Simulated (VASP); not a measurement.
# B2N (R-3m) in VASP: single point with PBE

Aim: the single point of B2N with PBE.

All numbers are computed with VASP 6.6.1; they aren't measurements. Logs are shortened: lines on timing, memory, paths and dates and some standing lists are left out, and cuts for length are marked.

## Step 1: The cell of the first run

It takes space group R-3m (No. 166, trigonal). Conventional cell: a = 4.161 Å, b = 4.161 Å, c = 8.400 Å, α = 90.00°, β = 90.00°, γ = 120.00°. B (site symmetry 2/m) has 2 N at 1.54 Å and 6 B at 2.08 Å within 2.1 Å. Within 2.4 Å of B (site symmetry -3m) lie 2 N at 1.83 Å and 6 B at 2.08 Å. Within 2.1 Å of N (site symmetry 3m) lie 4 B at 1.54 to 1.83 Å.

## Step 2: Single point, PBE

Input file INCAR:

```
PREC     = Accurate       # precision mode
ENCUT    = 600            # plane-wave cutoff, eV
EDIFF    = 1E-6           # SCF threshold, eV
ISMEAR   = 0              # smearing method
SIGMA    = 0.2            # smearing width, eV
LREAL    = F              # projectors in reciprocal space
LASPH    = T              # aspherical terms in the spheres
NELM     = 120            # most SCF steps
ALGO     = Normal         # electronic algorithm
ISIF     = 2              # what is computed and relaxed
LWAVE    = F              # write WAVECAR
LCHARG   = F              # write CHGCAR
GGA      = PE             # functional
NBANDS   = 20             # bands
GGA_COMPAT= F
```

Input file KPOINTS:

```
Automatic mesh
0
Gamma
  4 4 4
```

Input file POSCAR:

```
B2N
1.0
    2.0806961265      1.2012904668      2.8001357130
   -2.0806961265      1.2012904668      2.8001357130
    0.0000000000     -2.4025809395      2.8001357105
B N
4 2
Direct
    0.5000000000      0.5000000000      0.0000000000
    0.0000000000      0.5000000000      0.5000000000
    0.5000000000      0.0000000000      0.5000000000
    0.0000000000      0.0000000000      0.0000000000
    0.7821400539      0.7821400539      0.7821400539
    0.2178599461      0.2178599461      0.2178599461
```

Potentials or basis: VASP PAW PBE potentials, release 64 (B, N).

Started as:

```
cat potpaw_PBE.64/B/POTCAR potpaw_PBE.64/N/POTCAR > POTCAR
mpirun -np 1 vasp_std > vasp.out
```

OUTCAR:

```text
PREC = Accurate
   ENCUT = 600
   EDIFF = 1E-6
   ISMEAR = 0
   LREAL = F
   LASPH = T
   NELM = 120
   ISIF = 2
   GGA = PE

 ion  position               nearest neighbor table
   1  0.500  0.500  0.000-   5 1.54   6 1.54   4 2.08   4 2.08   3 2.08   2 2.08   2 2.08   3 2.08

   2  0.000  0.500  0.500-   5 1.54   6 1.54   3 2.08   3 2.08   1 2.08   4 2.08   1 2.08   4 2.08

   3  0.500  0.000  0.500-   5 1.54   6 1.54   2 2.08   2 2.08   1 2.08   1 2.08   4 2.08   4 2.08

   4  0.000  0.000  0.000-   5 1.83   6 1.83   1 2.08   1 2.08   2 2.08   2 2.08   3 2.08   3 2.08

   5  0.782  0.782  0.782-   2 1.54   3 1.54   1 1.54   4 1.83
   6  0.218  0.218  0.218-   2 1.54   3 1.54   1 1.54   4 1.83

  LATTYP: Found a trigonal (rhomboedric) cell.
 ALAT       =     3.6896009497
 COS(alpha) =     0.3639540110

  Lattice vectors:

 A1 = (   2.0806961265,   1.2012904668,   2.8001357130)
 A2 = (  -2.0806961265,   1.2012904668,   2.8001357130)
 A3 = (   0.0000000000,  -2.4025809395,   2.8001357105)

Analysis of symmetry for initial positions (statically):
=====================================================================
 Subroutine PRICEL returns:
 Original cell was already a primitive cell.

 Routine SETGRP: Setting up the symmetry group for a
 trigonal (rhombohedral) supercell.

 Subroutine GETGRP returns: Found 12 space group operations
 (whereof 12 operations were pure point group operations)
 out of a pool of 12 trial point group operations.

The static configuration has the point symmetry D_3d.

Analysis of symmetry for dynamics (positions and initial velocities):
=====================================================================
 Subroutine PRICEL returns:
 Original cell was already a primitive cell.

 Routine SETGRP: Setting up the symmetry group for a
 trigonal (rhombohedral) supercell.

 Subroutine GETGRP returns: Found 12 space group operations
 (whereof 12 operations were pure point group operations)
 out of a pool of 12 trial point group operations.

The dynamic configuration has the point symmetry D_3d.

 Subroutine INISYM returns: Found 12 space group operations
 (whereof 12 operations are pure point group operations),
 and found     1 'primitive' translations

----------------------------------------------------------------------------------------

                                     Primitive cell

  volume of cell :      41.9940

  direct lattice vectors                    reciprocal lattice vectors
     2.080696126  1.201290467  2.800135713     0.240304191  0.138739689  0.119041849
    -2.080696126  1.201290467  2.800135713    -0.240304191  0.138739689  0.119041849
     0.000000000 -2.402580939  2.800135711     0.000000000 -0.277479379  0.119041849

  length of vectors
     3.689600950  3.689600950  3.689600950     0.301936695  0.301936695  0.301936695

  position of ions in fractional coordinates (direct lattice)
     0.500000000  0.500000000  0.000000000
     0.000000000  0.500000000  0.500000000
     0.500000000  0.000000000  0.500000000
     0.000000000  0.000000000  0.000000000
     0.782140054  0.782140054  0.782140054
     0.217859946  0.217859946  0.217859946

  ion indices of the primitive-cell ions
   primitive index   ion index
                 1           1
                 2           2
                 3           3
                 4           4
                 5           5
                 6           6

----------------------------------------------------------------------------------------

 KPOINTS: Automatic mesh

Automatic generation of k-mesh.
 Grid dimensions read from file:
 generate k-points for:    4    4    4

 Generating k-lattice:

  Cartesian coordinates                     Fractional coordinates (reciprocal lattice)
     0.060076048  0.034684922  0.029760462     0.250000000  0.000000000  0.000000000
    -0.060076048  0.034684922  0.029760462     0.000000000  0.250000000  0.000000000
     0.000000000 -0.069369845  0.029760462     0.000000000  0.000000000  0.250000000

  Length of vectors
     0.075484174  0.075484174  0.075484174

  Shift w.r.t. Gamma in fractional coordinates (k-lattice)
     0.000000000  0.000000000  0.000000000

 Subroutine IBZKPT returns following result:
 ===========================================

 Found     13 irreducible k-points:

 Following reciprocal coordinates:
            Coordinates               Weight
  0.000000  0.000000  0.000000      1.000000
  0.250000 -0.000000  0.000000      6.000000
  0.500000 -0.000000  0.000000      3.000000
  0.250000  0.250000  0.000000      6.000000
  0.500000  0.250000  0.000000     12.000000
 -0.250000  0.250000  0.000000      6.000000
  0.500000  0.500000  0.000000      3.000000
  0.250000  0.250000  0.250000      2.000000
  0.500000  0.250000  0.250000      6.000000
 -0.250000  0.250000  0.250000      6.000000
  0.500000  0.500000  0.250000      6.000000
 -0.250000  0.500000  0.250000      6.000000
  0.500000  0.500000  0.500000      1.000000
   k-points           NKPTS =     13   k-points in BZ     NKDIM =     13   number of bands    NBANDS=     20
   number of dos      NEDOS =    301   number of ions     NIONS =      6
   total plane-waves  NPLWV =  27000
   dimension x,y,z NGX =    30 NGY =   30 NGZ =   30
   dimension x,y,z NGXF=    60 NGYF=   60 NGZF=   60
   ions per type =               4   2
   NGX,Y,Z   is equivalent  to a cutoff of  13.52, 13.52, 13.52 a.u.
   NGXF,Y,Z  is equivalent  to a cutoff of  27.03, 27.03, 27.03 a.u.
 SYSTEM =  unknown system
   PREC   = accura    normal or accurate (medium, high low for compatibility)
   ISTART =      0    job   : 0-new  1-cont  2-samecut
   ICHARG =      2    charge: 1-file 2-atom 10-const
   ISPIN  =      1    spin polarized calculation?
   LNONCOLLINEAR =      F non collinear calculations
   LSORBIT =      F    spin-orbit coupling
   LASPH  =      T    aspherical Exc in radial PAW
   ENCUT  =  600.0 eV  44.10 Ry    6.64 a.u.   7.37  7.37  7.37*2*pi/ulx,y,z
   NELM   =    120;   NELMIN=  2; NELMDL= -5     # of ELM steps
   EDIFF  = 0.1E-05   stopping-criterion for ELM
   LREAL  =      F    real-space projection
   EDIFFG = 0.1E-04   stopping-criterion for IOM
   NSW    =      0    number of steps for IOM
   IBRION =     -1    ionic relax: 0-MD 1-quasi-New 2-CG
   NFREE  =      0    steps in history (QN), initial steepest desc. (CG)
   ISIF   =      2    stress and relaxation
   ISYM   =      2    0-nonsym 1-usesym 2-fastsym
   POTIM  = 0.5000    time-step for ionic-motion
   TEBEG  =    0.0;   TEEND  =   0.0 temperature during run
   PSTRESS=    0.0 pullay stress
   NELECT =      22.0000    total number of electrons
   NUPDOWN=      -1.0000    fix difference up-down
   EMIN   =  10.00;   EMAX   =-10.00  energy-range for DOS
   EFERMI =   0.00;   METHOD = LEGACY
   ISMEAR =     0;   SIGMA  =   0.20  broadening in eV -4-tet -1-fermi 0-gaus
   EFERMI_NEDOS =   21; number of points for ismear=-14 and -15
   IALGO  =     38    algorithm
   IMIX   =      4    mixing-type and parameters
     AMIX     =   0.40;   BMIX     =  1.00
     AMIX_MAG =   1.60;   BMIX_MAG =  1.00
  volume/ion in A,a.u.               =       7.00        47.23
  Fermi-wavevector in a.u.,A,eV,Ry     =   1.319735  2.493937 23.697272  1.741700
  Thomas-Fermi vector in A             =   2.449612
   LORBIT       =      0    0 simple, 1 ext, 2 COOP (PROOUT), +10 PAW based schemes
   GGA     = PE    functional components
   LHFCALC =     F    Hartree Fock is set to
   AEXX    =    0.0000 exact exchange contribution
   IVDW    =     0    specifies the selected vdW correction
   LEPSILON=     F    determine dielectric tensor
   LRPA    =     F    only Hartree local field effects (RPA)
 non-spin polarized calculation
 Gauss-broadening in eV      SIGMA  =   0.20
  energy-cutoff  :      600.00
  volume of cell :       41.99
 maximum number of plane-waves:      1416
 NGX is ok and might be reduce to    30
   NGX = 15   NGY = 15   NGZ = 15

 number of electron      21.9999998 magnetization

 Free energy of the ion-electron system (eV)
  ---------------------------------------------------
  ext. energy  EPLUGINS =         0.00000000
  ---------------------------------------------------
  free energy    TOTEN  =       -37.62517926 eV

  energy without entropy =      -37.58313674  energy(sigma->0) =      -37.60415800

 E-fermi :   7.2996     XC(G=0): -12.1073

 val. band max:        7.1804452755   @ k =  -0.2500   0.2500   0.0000
 cond. band min:       7.3729218456   @ k =  -0.2500   0.2500   0.2500
 fundamental gap:      0.1924765700
 Fermi energy:         7.2996192033

 k-point     1 :       0.0000    0.0000    0.0000
  band No.  band energies     occupation
      1     -13.1506      2.00000
      2     -10.2320      2.00000
      3      -0.4414      2.00000
      4      -0.4414      2.00000
      5      -0.0497      2.00000
      6       0.1158      2.00000
[... 12 lines left out ...]
     19      18.1629      0.00000
     20      21.1605      0.00000

 k-point     2 :       0.2500   -0.0000    0.0000
  band No.  band energies     occupation
      1     -12.7100      2.00000
      2     -10.5697      2.00000
      3      -2.4783      2.00000
      4      -0.7828      2.00000
      5      -0.6098      2.00000
      6      -0.3944      2.00000
[... 12 lines left out ...]
     19      17.2342      0.00000
     20      18.9117      0.00000
[... 212 lines left out ...]
      3      -4.9349      2.00000
      4      -3.6964      2.00000
      5      -1.3298      2.00000
      6      -0.5370      2.00000
[... 12 lines left out ...]
     19      16.0392      0.00000
     20      17.2235      0.00000

 k-point    13 :       0.5000    0.5000    0.5000
  band No.  band energies     occupation
      1     -11.5452      2.00000
      2     -10.9584      2.00000
      3      -3.3419      2.00000
      4      -2.6614      2.00000
      5      -2.0076      2.00000
      6      -2.0076      2.00000
[... 12 lines left out ...]
     19      16.8918      0.00000
     20      19.0692      0.00000

------------------------ aborting loop because EDIFF is reached ----------------------------------------

  FORCE on cell =-STRESS in cart. coord.  units (eV):
  Direction    XX          YY          ZZ          XY          YZ          ZX
  --------------------------------------------------------------------------------------
  -------------------------------------------------------------------------------------
  Total       -0.1085803     -0.1085803      0.0953782      0.0000000     -0.0000000     -0.0000000
  in kB       -4.1426162     -4.1426162      3.6389225      0.0000000     -0.0000000     -0.0000000
  external PRESSURE =      -1.5487700 kB  Pullay stress =       0.0000000 kB

 VOLUME and BASIS-vectors are now :
 -----------------------------------------------------------------------------
  energy-cutoff  :      600.00
  volume of cell :       41.99
      direct lattice vectors                 reciprocal lattice vectors
     2.080696126  1.201290467  2.800135713     0.240304191  0.138739689  0.119041849
    -2.080696126  1.201290467  2.800135713    -0.240304191  0.138739689  0.119041849
     0.000000000 -2.402580939  2.800135711     0.000000000 -0.277479379  0.119041849

 POSITION                                       TOTAL-FORCE (eV/Angst)
 -----------------------------------------------------------------------------------
      0.00000      1.20129      2.80014         0.000000      0.000000     -0.000000
     -1.04035     -0.60065      2.80014        -0.000000      0.000000     -0.000000
      1.04035     -0.60065      2.80014        -0.000000      0.000000     -0.000000
      0.00000      0.00000      0.00000         0.000000      0.000000     -0.000000
      0.00000     -0.00000      6.57029         0.000000     -0.000000      0.021344
      0.00000     -0.00000      1.83011         0.000000      0.000000     -0.021344
 -----------------------------------------------------------------------------------
    total drift:                                0.000000     -0.000000      0.000000

  FREE ENERGIE OF THE ION-ELECTRON SYSTEM (eV)
  ---------------------------------------------------
  free  energy   TOTEN  =       -37.6251792622 eV

  energy  without entropy=      -37.5831367431  energy(sigma->0) =      -37.60415800
```

Run time: 26 s. Hardware: 1 thread of Intel Xeon 8259CL, shared host; peak memory 0.16 GiB.

Results:

```yaml
Free_energy: -37.6252 eV
Pressure: -0.2 GPa
Largest_force: 0.021 eV/Å
Band_gap_on_the_k_mesh: zero (band 11 reaches 8.21 eV, above the bottom of band 12 at 5.31 eV)
```

Forces in eV/Å, atoms in the order of the input:
```
B    0.000  0.000  0.000
B    0.000  0.000  0.000
B    0.000  0.000  0.000
B    0.000  0.000  0.000
N    0.000  0.000  0.021
N    0.000  0.000 -0.021
```

Levels at points of the mesh, in eV from the Fermi level:
| k point | band 9 | band 10 | band 11 | band 12 | band 13 | band 14 |
| --- | --- | --- | --- | --- | --- | --- |
| (0.00, 0.00, 0.00) | -4.65 | -4.65 | -4.25 | -1.99 | 3.66 | 4.23 |
| (0.50, 0.00, 0.00) | -1.67 | -1.63 | 0.19 | 0.84 | 1.04 | 1.75 |
| (0.50, 0.50, 0.00) | -4.91 | -1.51 | 0.91 | 2.31 | 2.95 | 3.44 |
| (0.50, 0.50, 0.50) | -1.44 | -1.44 | -1.28 | 1.65 | 5.38 | 6.28 |

Caveat: the k points lie up to 0.47 Å⁻¹ apart.
